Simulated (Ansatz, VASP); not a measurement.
# Two plane-wave programs on LiC2

The input INCAR:

```
SYSTEM = LiC2
ALGO = Normal
EDIFF = 1E-6
ENCUT = 520
GGA = PE
ISIF = 2
ISMEAR = 0
LASPH = .TRUE.
LCHARG = .FALSE.
LREAL = .FALSE.
LWAVE = .FALSE.
NBANDS = 20
NELM = 80
PREC = Accurate
SIGMA = 0.2
```

The input KPOINTS:

```
k-points
0
G
  6 6 4
  0 0 0
```

File POSCAR:

```
LiC2
1.0
    0.0000000000      0.0000000000      3.4996164693
    3.6446768629      0.0000000000      0.0000000000
   -0.0000000001      6.3127655038      0.0000000000
Li C
2 4
Direct
    1.0000000000      1.0000000000      0.0000000000
    1.0000000000      0.5000000000      0.5000000000
    0.6807052893      0.5000000000      0.1666666667
    0.6807052893      1.0000000000      0.6666666667
    0.3192947107      0.5000000000      0.1666666667
    0.3192947107      1.0000000000      0.6666666667
```

Input for Ansatz:

```yaml
crystal:
  lattice:
    - [0.0, 0.0, 3.4996164693]
    - [3.6446768629, 0.0, 0.0]
    - [-1.0e-10, 6.3127655038, 0.0]
  atoms:
    - { symbol: Li, position: [1.0, 1.0, 0.0] }
    - { symbol: Li, position: [1.0, 0.5, 0.5] }
    - { symbol: C, position: [0.6807052893, 0.5, 0.1666666667] }
    - { symbol: C, position: [0.6807052893, 1.0, 0.6666666667] }
    - { symbol: C, position: [0.3192947107, 0.5, 0.1666666667] }
    - { symbol: C, position: [0.3192947107, 1.0, 0.6666666667] }
basis:
  ecutwfc: 420
kpoints:
  mp_grid: { grid: [6, 6, 4] }
hamiltonian:
  xc: pbe
scf:
  occupations: { method: gaussian, width: 0.2 }
  lower_state_search: "off"
output:
  forces: true
  stress: true
  eigenvalues: true
```

Alike in both runs: task single point; functional PBE; k mesh 6 × 6 × 4; occupations gaussian, width 0.2 eV; no spin polarisation.

|  | VASP | Ansatz |
| --- | --- | --- |
| version | VASP 6.6.1 | Ansatz 0.2.0 |
| potentials or method | VASP PAW PBE potentials, release 64 (Li_sv, C), cutoff 520 eV | scalar-relativistic, plane waves, PAW |
| valence electrons in the cell | 22 | 22 |

Ansatz gave:

* gap on the k mesh at the Fermi level (eV): none
* rms of the force components (eV/Å): 0.051

**Question.** What did VASP give for the same quantities?

**Answer.** gap on the k mesh at the Fermi level (eV): none; rms of the force components (eV/Å): 0.101.

Atom by atom the forces differ by 0.050 eV/Å (rms over components). A gap of «none» marks a metal or a gap that the smearing closes.

Noted on VASP's run: the cutoff is short for stress, so the pressure is rough.
